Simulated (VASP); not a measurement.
# Mg5ZrN2 (P6/mmm) in VASP: single point with PBE

Aim: the single point of Mg5ZrN2 with PBE.

Program: VASP 6.6.1. These are calculated values, not measurements. Logs are shortened: lines on timing, memory, paths and dates and some standing lists are left out, and cuts for length are marked.

### 1 The cell of the first run

Symmetry: P6/mmm, No. 191, hexagonal system. Conventional cell: a = 5.761 Å, b = 5.761 Å, c = 5.413 Å, α = 90.00°, β = 90.00°, γ = 120.00°. Mg (site symmetry -6m2) has 9 Mg at 3.18 to 3.33 Å and 3 Zr at 3.33 Å and 6 N at 3.92 Å within 4.2 Å. Mg (site symmetry mmm) has 8 Mg at 2.88 to 3.18 Å and 4 N at 2.95 Å within 3.8 Å. Within 2.8 Å of Zr (site symmetry 6/mmm) lie 2 N at 2.08 Å. N (site symmetry 6mm) has 1 N at 1.26 Å within 1.7 Å.

### 2 Single point, PBE

INCAR reads:

```
SYSTEM = Mg5ZrN2
PREC     = Accurate       ! precision mode
ENCUT    = 600            ! plane-wave cutoff, eV
EDIFF    = 1E-6           ! SCF threshold, eV
ISMEAR   = 0              ! smearing method
SIGMA    = 0.2            ! smearing width, eV
LREAL    = .FALSE.        ! projectors in reciprocal space
LASPH    = .TRUE.         ! aspherical terms in the spheres
NELM     = 120            ! most SCF steps
ALGO     = Normal         ! electronic algorithm
ISIF     = 2              ! what is computed and relaxed
LWAVE    = .FALSE.        ! write WAVECAR
LCHARG   = .TRUE.         ! write CHGCAR
GGA      = PE             ! functional
LELF     = .TRUE.         ! ELF
LVHAR    = .TRUE.       
NBANDS   = 26             ! bands
GGA_COMPAT= .FALSE.
```

KPOINTS reads:

```
Automatic mesh
0
G
  4 4 2
  0 0 0
```

POSCAR reads:

```
Mg5ZrN2
1.0
    5.7611415691     -0.0000000037      0.0000000000
   -2.8805707814      4.9892949555      0.0000000000
    0.0000000000      0.0000000000      5.4134906257
Mg Zr N
5 1 2
Direct
    0.3333333333      0.6666666667      0.0000000000
    0.6666666667      0.3333333333      0.0000000000
    0.5000000000      0.0000000000      0.5000000000
    0.0000000000      0.5000000000      0.5000000000
    0.5000000000      0.5000000000      0.5000000000
    0.0000000000      0.0000000000      0.0000000000
    0.0000000000      0.0000000000      0.3840564137
    0.0000000000      0.0000000000      0.6159435863
```

Potentials or basis: VASP PAW PBE potentials, release 64 (Mg, Zr_sv, N).

Started as:

```sh
$ cat potpaw_PBE.64/Mg/POTCAR potpaw_PBE.64/Zr_sv/POTCAR potpaw_PBE.64/N/POTCAR > POTCAR
$ mpirun -np 1 vasp_std > vasp.out
```

OUTCAR:

```text
SYSTEM = Mg5ZrN2
   PREC = Accurate
   ENCUT = 600
   EDIFF = 1E-6
   ISMEAR = 0
   LREAL = .FALSE.
   LASPH = .TRUE.
   NELM = 120
   ISIF = 2
   GGA = PE

 ion  position               nearest neighbor table
   1  0.333  0.667  0.000-   4 3.18   4 3.18   3 3.18   3 3.18   5 3.18   5 3.18   2 3.33   2 3.33
                             6 3.33   6 3.33   6 3.33   2 3.33
   2  0.667  0.333  0.000-   4 3.18   4 3.18   3 3.18   3 3.18   5 3.18   5 3.18   1 3.33   1 3.33
                             6 3.33   6 3.33   6 3.33   1 3.33
   3  0.500  0.000  0.500-   4 2.88   4 2.88   5 2.88   5 2.88   1 3.18   2 3.18   1 3.18   2 3.18

   4  0.000  0.500  0.500-   3 2.88   3 2.88   5 2.88   5 2.88   1 3.18   2 3.18   1 3.18   2 3.18

   5  0.500  0.500  0.500-   4 2.88   4 2.88   3 2.88   3 2.88   1 3.18   2 3.18   1 3.18   2 3.18

   6  0.000  0.000  0.000-   7 2.08   8 2.08   1 3.33   2 3.33   2 3.33   1 3.33   2 3.33   1 3.33

   7  0.000  0.000  0.384-   8 1.26   6 2.08
   8  0.000  0.000  0.616-   7 1.26   6 2.08

  LATTYP: Found a hexagonal cell.
 ALAT       =     5.7611415691
 C/A-ratio  =     0.9396558930

  Lattice vectors:

 A1 = (   5.7611415691,  -0.0000000037,   0.0000000000)
 A2 = (  -2.8805707814,   4.9892949555,   0.0000000000)
 A3 = (   0.0000000000,   0.0000000000,   5.4134906257)

Analysis of symmetry for initial positions (statically):
=====================================================================
 Subroutine PRICEL returns:
 Original cell was already a primitive cell.

 Routine SETGRP: Setting up the symmetry group for a
 hexagonal supercell.

 Subroutine GETGRP returns: Found 24 space group operations
 (whereof 24 operations were pure point group operations)
 out of a pool of 24 trial point group operations.

The static configuration has the point symmetry D_6h.

Analysis of symmetry for dynamics (positions and initial velocities):
=====================================================================
 Subroutine PRICEL returns:
 Original cell was already a primitive cell.

 Routine SETGRP: Setting up the symmetry group for a
 hexagonal supercell.

 Subroutine GETGRP returns: Found 24 space group operations
 (whereof 24 operations were pure point group operations)
 out of a pool of 24 trial point group operations.

The dynamic configuration has the point symmetry D_6h.

 Subroutine INISYM returns: Found 24 space group operations
 (whereof 24 operations are pure point group operations),
 and found     1 'primitive' translations

----------------------------------------------------------------------------------------

                                     Primitive cell

  volume of cell :     155.6056

  direct lattice vectors                    reciprocal lattice vectors
     5.761141569 -0.000000004  0.000000000     0.173576710  0.100214560  0.000000000
    -2.880570781  4.989294956  0.000000000     0.000000000  0.200429121  0.000000000
     0.000000000  0.000000000  5.413490626     0.000000000  0.000000000  0.184723697

  length of vectors
     5.761141569  5.761141569  5.413490626     0.200429121  0.200429121  0.184723697

  position of ions in fractional coordinates (direct lattice)
     0.333333333  0.666666667  0.000000000
     0.666666667  0.333333333  0.000000000
     0.500000000  0.000000000  0.500000000
     0.000000000  0.500000000  0.500000000
     0.500000000  0.500000000  0.500000000
     0.000000000  0.000000000  0.000000000
     0.000000000  0.000000000  0.384056414
     0.000000000  0.000000000  0.615943586

  ion indices of the primitive-cell ions
   primitive index   ion index
                 1           1
                 2           2
                 3           3
                 4           4
                 5           5
                 6           6
                 7           7
                 8           8

----------------------------------------------------------------------------------------

 KPOINTS: Automatic mesh

Automatic generation of k-mesh.
 Grid dimensions read from file:
 generate k-points for:    4    4    2

 Generating k-lattice:

  Cartesian coordinates                     Fractional coordinates (reciprocal lattice)
     0.043394178  0.025053640  0.000000000     0.250000000  0.000000000  0.000000000
     0.000000000  0.050107280  0.000000000     0.000000000  0.250000000  0.000000000
     0.000000000  0.000000000  0.092361848     0.000000000  0.000000000  0.500000000

  Length of vectors
     0.050107280  0.050107280  0.092361848

  Shift w.r.t. Gamma in fractional coordinates (k-lattice)
     0.000000000  0.000000000  0.000000000

 Subroutine IBZKPT returns following result:
 ===========================================

 Found      8 irreducible k-points:

 Following reciprocal coordinates:
            Coordinates               Weight
  0.000000  0.000000  0.000000      1.000000
  0.250000 -0.000000  0.000000      6.000000
  0.500000 -0.000000  0.000000      3.000000
  0.250000  0.250000  0.000000      6.000000
  0.000000  0.000000  0.500000      1.000000
  0.250000 -0.000000  0.500000      6.000000
  0.500000 -0.000000  0.500000      3.000000
  0.250000  0.250000  0.500000      6.000000
   k-points           NKPTS =      8   k-points in BZ     NKDIM =      8   number of bands    NBANDS=     26
   number of dos      NEDOS =    301   number of ions     NIONS =      8
   total plane-waves  NPLWV = 110592
   dimension x,y,z NGX =    48 NGY =   48 NGZ =   48
   dimension x,y,z NGXF=    96 NGYF=   96 NGZF=   96
   ions per type =               5   1   2
   NGX,Y,Z   is equivalent  to a cutoff of  13.85, 13.85, 14.74 a.u.
   NGXF,Y,Z  is equivalent  to a cutoff of  27.70, 27.70, 29.48 a.u.
 SYSTEM =  Mg5ZrN2
   PREC   = accura    normal or accurate (medium, high low for compatibility)
   ISTART =      0    job   : 0-new  1-cont  2-samecut
   ICHARG =      2    charge: 1-file 2-atom 10-const
   ISPIN  =      1    spin polarized calculation?
   LNONCOLLINEAR =      F non collinear calculations
   LSORBIT =      F    spin-orbit coupling
   LASPH  =      T    aspherical Exc in radial PAW
   ENCUT  =  600.0 eV  44.10 Ry    6.64 a.u.  11.51 11.51 10.81*2*pi/ulx,y,z
   NELM   =    120;   NELMIN=  2; NELMDL= -5     # of ELM steps
   EDIFF  = 0.1E-05   stopping-criterion for ELM
   LREAL  =      F    real-space projection
[... 7 lines left out ...]
   TEBEG  =    0.0;   TEEND  =   0.0 temperature during run
   PSTRESS=    0.0 pullay stress
   NELECT =      32.0000    total number of electrons
   NUPDOWN=      -1.0000    fix difference up-down
   EMIN   =  10.00;   EMAX   =-10.00  energy-range for DOS
   EFERMI =   0.00;   METHOD = LEGACY
   ISMEAR =     0;   SIGMA  =   0.20  broadening in eV -4-tet -1-fermi 0-gaus
   EFERMI_NEDOS =   21; number of points for ismear=-14 and -15
   IALGO  =     38    algorithm
   IMIX   =      4    mixing-type and parameters
     AMIX     =   0.40;   BMIX     =  1.00
     AMIX_MAG =   1.60;   BMIX_MAG =  1.00
  volume/ion in A,a.u.               =      19.45       131.26
  Fermi-wavevector in a.u.,A,eV,Ry     =   0.966310  1.826061 12.704507  0.933755
  Thomas-Fermi vector in A             =   2.096101
   LORBIT       =      0    0 simple, 1 ext, 2 COOP (PROOUT), +10 PAW based schemes
   GGA     = PE    functional components
   LHFCALC =     F    Hartree Fock is set to
   AEXX    =    0.0000 exact exchange contribution
   IVDW    =     0    specifies the selected vdW correction
   LEPSILON=     F    determine dielectric tensor
   LRPA    =     F    only Hartree local field effects (RPA)
 non-spin polarized calculation
 Gauss-broadening in eV      SIGMA  =   0.20
  energy-cutoff  :      600.00
  volume of cell :      155.61
 maximum number of plane-waves:      5230
 NGX is ok and might be reduce to    48
   NGX = 23   NGY = 23   NGZ = 21

 number of electron      31.9999998 magnetization

 Free energy of the ion-electron system (eV)
  ---------------------------------------------------
  ext. energy  EPLUGINS =         0.00000000
  ---------------------------------------------------
  free energy    TOTEN  =       -31.76522053 eV

  energy without entropy =      -31.65732067  energy(sigma->0) =      -31.71127060

 E-fermi :   3.9656     XC(G=0):  -9.1224

 val. band max:        3.8263571361   @ k =   0.2500   0.2500   0.5000
 cond. band min:       3.9927298452   @ k =   0.2500   0.2500   0.0000
 fundamental gap:      0.1663727091
 Fermi energy:         3.9655773830

 k-point     1 :       0.0000    0.0000    0.0000
  band No.  band energies     occupation
      1     -45.4778      2.00000
      2     -23.7162      2.00000
      3     -23.4897      2.00000
      4     -23.4897      2.00000
      5     -17.5831      2.00000
      6      -6.2954      2.00000
[... 18 lines left out ...]
     25       7.8583      0.00000
     26       8.2949      0.00000

 k-point     2 :       0.2500   -0.0000    0.0000
  band No.  band energies     occupation
      1     -45.4778      2.00000
      2     -23.7162      2.00000
      3     -23.4901      2.00000
      4     -23.4898      2.00000
      5     -17.5816      2.00000
      6      -6.2909      2.00000
[... 18 lines left out ...]
     25       8.2769      0.00000
     26       8.3425      0.00000

 k-point     3 :       0.5000   -0.0000    0.0000
  band No.  band energies     occupation
      1     -45.4778      2.00000
      2     -23.7162      2.00000
      3     -23.4906      2.00000
      4     -23.4899      2.00000
      5     -17.5801      2.00000
      6      -6.2865      2.00000
[... 108 lines left out ...]
 k-point     7 :       0.5000   -0.0000    0.5000
  band No.  band energies     occupation
      1     -45.4778      2.00000
      2     -23.7483      2.00000
      3     -23.4901      2.00000
      4     -23.4894      2.00000
      5     -17.4055      2.00000
      6      -7.7797      2.00000
[... 18 lines left out ...]
     25       8.8061      0.00000
     26       8.9051      0.00000

 k-point     8 :       0.2500    0.2500    0.5000
  band No.  band energies     occupation
      1     -45.4778      2.00000
      2     -23.7483      2.00000
      3     -23.4899      2.00000
      4     -23.4896      2.00000
      5     -17.4055      2.00000
      6      -7.7797      2.00000
[... 18 lines left out ...]
     25       7.4085      0.00000
     26       8.9840      0.00000

------------------------ aborting loop because EDIFF is reached ----------------------------------------

  FORCE on cell =-STRESS in cart. coord.  units (eV):
  Direction    XX          YY          ZZ          XY          YZ          ZX
  --------------------------------------------------------------------------------------
  -------------------------------------------------------------------------------------
  Total        0.0322937      0.0322937      0.1739119     -0.0000000      0.0000000      0.0000000
  in kB        0.3325086      0.3325086      1.7906670     -0.0000000      0.0000000      0.0000000
  external PRESSURE =       0.8185614 kB  Pullay stress =       0.0000000 kB

 VOLUME and BASIS-vectors are now :
 -----------------------------------------------------------------------------
  energy-cutoff  :      600.00
  volume of cell :      155.61
      direct lattice vectors                 reciprocal lattice vectors
     5.761141569 -0.000000004  0.000000000     0.173576710  0.100214560  0.000000000
    -2.880570781  4.989294956  0.000000000     0.000000000  0.200429121  0.000000000
     0.000000000  0.000000000  5.413490626     0.000000000  0.000000000  0.184723697

 POSITION                                       TOTAL-FORCE (eV/Angst)
 -----------------------------------------------------------------------------------
      0.00000      3.32620      0.00000         0.000000     -0.000000      0.000000
      2.88057      1.66310      0.00000        -0.000000     -0.000000      0.000000
      2.88057     -0.00000      2.70675        -0.000000     -0.000000      0.000000
     -1.44029      2.49465      2.70675        -0.000000     -0.000000      0.000000
      1.44029      2.49465      2.70675        -0.000000     -0.000000      0.000000
      0.00000      0.00000      0.00000        -0.000000     -0.000000      0.000000
      0.00000      0.00000      2.07909        -0.000000      0.000000     -0.178737
      0.00000      0.00000      3.33440         0.000000     -0.000000      0.178737
 -----------------------------------------------------------------------------------
    total drift:                                0.000000     -0.000000      0.000000

  FREE ENERGIE OF THE ION-ELECTRON SYSTEM (eV)
  ---------------------------------------------------
  free  energy   TOTEN  =       -31.7652205332 eV

  energy  without entropy=      -31.6573206714  energy(sigma->0) =      -31.71127060
```

It took 54 s on 1 thread of Intel Xeon Platinum 8488C (Sapphire Rapids), shared host; peak memory 0.34 GiB.

What came out:

| Item | Value |
| --- | --- |
| Free energy | -31.7652 eV |
| Pressure | 0.1 GPa |
| Largest force | 0.179 eV/Å |
| Band gap on the k mesh | zero (band 16 reaches 4.38 eV, above the bottom of band 17 at 2.78 eV) |

Forces on the atoms (eV/Å):
```
Mg   0.000  0.000  0.000
Mg   0.000  0.000  0.000
Mg   0.000  0.000  0.000
Mg   0.000  0.000  0.000
Mg   0.000  0.000  0.000
Zr   0.000  0.000  0.000
N    0.000  0.000 -0.179
N    0.000  0.000  0.179
```

Stress tensor (GPa, compression positive):
```
0.03 0.00 0.00
0.00 0.03 0.00
0.00 0.00 0.18
```

Caveat: the k points lie up to 0.58 Å⁻¹ apart; the standard files for N, O and F lose accuracy on very short bonds.
